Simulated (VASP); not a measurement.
# Sn (P-1) in VASP: notebook

The runs below take Sn through single point, with PBEsol.

Everything below comes from runs of VASP 6.6.1. Logs are shortened: lines on timing, memory, paths and dates and some standing lists are left out, and cuts for length are marked.

## 1. The cell of the first run

The typed cell holds 1 atom: a = 3.341 Å, b = 3.456 Å, c = 3.393 Å, α = 119.95°, β = 115.76°, γ = 93.08°.

## 2. Single point, PBEsol (the cell strained at random)

INCAR reads:

```
PREC = Accurate
ENCUT = 520
EDIFF = 1E-6
ISMEAR = -1
SIGMA = 0.05
LREAL = False
LASPH = True
NELM = 80
ALGO = Fast
ISIF = 2
LWAVE = False
LCHARG = False
GGA = PS
NBANDS = 13
```

KPOINTS reads:

```
Automatic mesh
0
Gamma
  11 11 11
```

POSCAR reads:

```
Sn
1.0
   -1.6657680000      1.7656330000      2.2958090000
    1.7444190000     -1.7990580000      2.3792620000
    1.6823800000      1.8152120000     -2.3211890000
Sn
1
Direct
   -0.0049540000     -0.0116520000     -0.0033020000
```

Potentials or basis: VASP PAW PBE potentials, release 64 (Sn_d).

Command:

```sh
cat potpaw_PBE.64/Sn_d/POTCAR > POTCAR
mpirun -np 1 vasp_std > vasp.out
```

OUTCAR:

```text
PREC = Accurate
   ENCUT = 520
   EDIFF = 1E-6
   ISMEAR = -1
   LREAL = False
   LASPH = True
   NELM = 80
   ISIF = 2
   GGA = PS

 ion  position               nearest neighbor table
   1  0.995  0.988  0.997-

  LATTYP: Found a triclinic cell.
 ALAT       =     3.3931276786
 B/A-ratio  =     3.0569137595
 C/A-ratio  =     1.0183825843
 COS(alpha) =     0.0042799747
 COS(beta)  =     0.4992437371
 COS(gamma) =     0.8358970151

  Lattice vectors:

 A1 = (  -1.6823800000,  -1.8152120000,   2.3211890000)
 A2 = (  -8.5525900000,  -5.4283650000,   2.2304230000)
 A3 = (   1.7444190000,  -1.7990580000,   2.3792620000)

Analysis of symmetry for initial positions (statically):
=====================================================================
 Subroutine PRICEL returns:
 Original cell was already a primitive cell.

 Routine SETGRP: Setting up the symmetry group for a
 triclinic supercell.

 Subroutine GETGRP returns: Found  2 space group operations
 (whereof  1 operations were pure point group operations)
 out of a pool of  2 trial point group operations.

The static configuration has the point symmetry C_1 .
 The point group associated with its full space group is S_2 .

Analysis of symmetry for dynamics (positions and initial velocities):
=====================================================================
 Subroutine PRICEL returns:
 Original cell was already a primitive cell.

 Routine SETGRP: Setting up the symmetry group for a
 triclinic supercell.

 Subroutine GETGRP returns: Found  2 space group operations
 (whereof  1 operations were pure point group operations)
 out of a pool of  2 trial point group operations.

The dynamic configuration has the point symmetry C_1 .
 The point group associated with its full space group is S_2 .

 Subroutine INISYM returns: Found  2 space group operations
 (whereof  1 operations are pure point group operations),
 and found     1 'primitive' translations

----------------------------------------------------------------------------------------

                                     Primitive cell

  volume of cell :      28.6732

  direct lattice vectors                    reciprocal lattice vectors
[... 88 lines left out ...]
   NSW    =      0    number of steps for IOM
   IBRION =     -1    ionic relax: 0-MD 1-quasi-New 2-CG
   NFREE  =      0    steps in history (QN), initial steepest desc. (CG)
   ISIF   =      2    stress and relaxation
   ISYM   =      2    0-nonsym 1-usesym 2-fastsym
   POTIM  = 0.5000    time-step for ionic-motion
   TEBEG  =    0.0;   TEEND  =   0.0 temperature during run
   PSTRESS=    0.0 pullay stress
   NELECT =      14.0000    total number of electrons
   NUPDOWN=      -1.0000    fix difference up-down
   EMIN   =  10.00;   EMAX   =-10.00  energy-range for DOS
   EFERMI =   0.00;   METHOD = LEGACY
   ISMEAR =    -1;   SIGMA  =   0.05  broadening in eV -4-tet -1-fermi 0-gaus
   EFERMI_NEDOS =   21; number of points for ismear=-14 and -15
   IALGO  =     68    algorithm
   IMIX   =      4    mixing-type and parameters
     AMIX     =   0.40;   BMIX     =  1.00
     AMIX_MAG =   1.60;   BMIX_MAG =  1.00
  volume/ion in A,a.u.               =      28.67       193.50
  Fermi-wavevector in a.u.,A,eV,Ry     =   1.289116  2.436076 22.610435  1.661820
  Thomas-Fermi vector in A             =   2.421028
   LORBIT       =      0    0 simple, 1 ext, 2 COOP (PROOUT), +10 PAW based schemes
   GGA     = PS    functional components
   LHFCALC =     F    Hartree Fock is set to
   AEXX    =    0.0000 exact exchange contribution
   IVDW    =     0    specifies the selected vdW correction
   LEPSILON=     F    determine dielectric tensor
   LRPA    =     F    only Hartree local field effects (RPA)
 non-spin polarized calculation
 RMM-DIIS sequential band-by-band and
  energy-cutoff  :      520.00
  volume of cell :       28.67
 maximum number of plane-waves:       789
 NGX is ok and might be reduce to    28
   NGX = 13   NGY = 13   NGZ = 13

 number of electron      14.0000001 magnetization

 Free energy of the ion-electron system (eV)
  ---------------------------------------------------
  ext. energy  EPLUGINS =         0.00000000
  ---------------------------------------------------
  free energy    TOTEN  =        -4.20824825 eV

  energy without entropy =       -4.20433693  energy(sigma->0) =       -4.20629259

 E-fermi :   7.3510     XC(G=0): -10.2522

 val. band max:        7.3466238721   @ k =   0.2727  -0.3636   0.3636
 cond. band min:       7.3566727418   @ k =  -0.2727  -0.0909   0.3636
 fundamental gap:      0.0100488696
 Fermi energy:         7.3510182210

 k-point     1 :       0.0000    0.0000    0.0000
  band No.  band energies     occupation
      1     -14.1061      2.00000
      2     -14.0849      2.00000
      3     -14.0608      2.00000
      4     -14.0329      2.00000
      5     -13.9973      2.00000
      6      -3.4273      2.00000
      7      14.0925      0.00000
      8      14.4424      0.00000
      9      15.1469      0.00000
     10      18.1233      0.00000
     11      18.2219      0.00000
     12      18.7927      0.00000
     13      19.3247      0.00000
[... 354 lines left out ...]
  band No.  band energies     occupation
      1     -14.1023      2.00000
      2     -14.0608      2.00000
      3     -14.0287      2.00000
      4     -13.9953      2.00000
      5     -13.9447      2.00000
      6       0.0112      2.00000
      7       4.9987      2.00000
      8       9.8595      0.00000
      9      11.6028      0.00000
     10      14.7983      0.00000
     11      19.5249      0.00000
     12      20.8087      0.00000
     13      21.8803      0.00000

 [... further k-points ...]

------------------------ aborting loop because EDIFF is reached ----------------------------------------

  FORCE on cell =-STRESS in cart. coord.  units (eV):
  Direction    XX          YY          ZZ          XY          YZ          ZX
  --------------------------------------------------------------------------------------
  -------------------------------------------------------------------------------------
  Total       -0.4910237     -0.8038940     -0.6166673     -0.0027120      0.0278482     -0.1032735
  in kB      -27.4369915    -44.9192838    -34.4575969     -0.1515398      1.5560761     -5.7706286
  external PRESSURE =     -35.6046240 kB  Pullay stress =       0.0000000 kB

 VOLUME and BASIS-vectors are now :
 -----------------------------------------------------------------------------
  energy-cutoff  :      520.00
  volume of cell :       28.67
      direct lattice vectors                 reciprocal lattice vectors
    -1.665768000  1.765633000  2.295809000    -0.004984138  0.280817705  0.215992086
     1.744419000 -1.799058000  2.379262000     0.288274102  0.000144358  0.209051751
     1.682380000  1.815212000 -2.321189000     0.290556689  0.277895200 -0.002901331

 POSITION                                       TOTAL-FORCE (eV/Angst)
 -----------------------------------------------------------------------------------
      1.74340      1.78801      2.32245         0.000000      0.000000     -0.000000
 -----------------------------------------------------------------------------------
    total drift:                               -0.000004      0.000025      0.000024

  FREE ENERGIE OF THE ION-ELECTRON SYSTEM (eV)
  ---------------------------------------------------
  free  energy   TOTEN  =        -4.2082482497 eV

  energy  without entropy=       -4.2043369324  energy(sigma->0) =       -4.20629259
```

OSZICAR:

```text
N       E                     dE             d eps       ncg     rms          rms(c)
DAV:   1     0.806262393041E+02    0.80626E+02   -0.71626E+03 17839   0.157E+03
DAV:   2     0.154480499018E+01   -0.79081E+02   -0.76524E+02 18406   0.339E+02
DAV:   3    -0.410435485122E+01   -0.56492E+01   -0.56265E+01 20652   0.738E+01
DAV:   4    -0.422241587554E+01   -0.11806E+00   -0.11804E+00 20947   0.115E+01
DAV:   5    -0.422646215628E+01   -0.40463E-02   -0.40462E-02 22814   0.207E+00    0.121E+00
RMM:   6    -0.421241966364E+01    0.14042E-01   -0.13635E-02 21925   0.153E+00    0.678E-01
RMM:   7    -0.420839582490E+01    0.40238E-02   -0.95200E-03 21911   0.114E+00    0.107E-01
RMM:   8    -0.420820836602E+01    0.18746E-03   -0.85865E-04 24082   0.438E-01    0.267E-02
RMM:   9    -0.420824532093E+01   -0.36955E-04   -0.37541E-04 26968   0.179E-01    0.232E-02
RMM:  10    -0.420824584939E+01   -0.52846E-06   -0.58995E-05 23266   0.113E-01    0.448E-03
RMM:  11    -0.420824779315E+01   -0.19438E-05   -0.32419E-05 28128   0.556E-02    0.733E-03
RMM:  12    -0.420824824973E+01   -0.45658E-06   -0.31581E-06 17978   0.177E-02
   1 F= -.42082482E+01 E0= -.42062926E+01  d E =-.391132E-02
```

Run time: 5.3 min. Hardware: 1 thread of Intel Xeon Platinum 8259CL at 2.50GHz (Skylake/Cascade Lake), shared host; peak memory 0.34 GiB.

Results:

```
Free energy            : -4.2082 eV
Pressure               : -3.6 GPa
Band gap on the k mesh : zero (bands 7 and 8 overlap by 8.57 eV)
```

Caveat: the cell differs from its parent crystal (the cell strained at random); the cell stands under tension; the PAW data sets were made with another functional, which shifts forces and pressure a little; spin-orbit coupling is left out, which moves the levels of the heavy elements.

## 3. Single point, PBEsol (the cell strained at random)

INCAR is that of step 2.

KPOINTS is that of step 2.

POSCAR is that of step 2.

Potentials or basis: VASP PAW PBE potentials, release 64 (Sn_d).

Command:

```sh
cat potpaw_PBE.64/Sn_d/POTCAR > POTCAR
mpirun -np 1 vasp_std > vasp.out
```

Wall time 5.8 min (1 thread of Intel Xeon 8259CL, shared host); peak memory 0.34 GiB.

It converged, with:

- Free energy: -4.2082 eV
- Pressure: -3.6 GPa
- Band gap on the k mesh: zero (bands 7 and 8 overlap by 8.57 eV)

Stress tensor (GPa, compression positive):
```
-2.74 -0.02 -0.58
-0.02 -4.49  0.16
-0.58  0.16 -3.45
```

Levels at points of the mesh, in eV from the Fermi level:
| k point | band 5 | band 6 | band 7 | band 8 | band 9 | band 10 |
| --- | --- | --- | --- | --- | --- | --- |
| (0.00, 0.00, 0.00) | -21.35 | -10.78 | 6.74 | 7.09 | 7.80 | 10.77 |

Caveat: the cell differs from its parent crystal (the cell strained at random); the cell stands under tension; the PAW data sets were made with another functional, which shifts forces and pressure a little; spin-orbit coupling is left out, which moves the levels of the heavy elements.
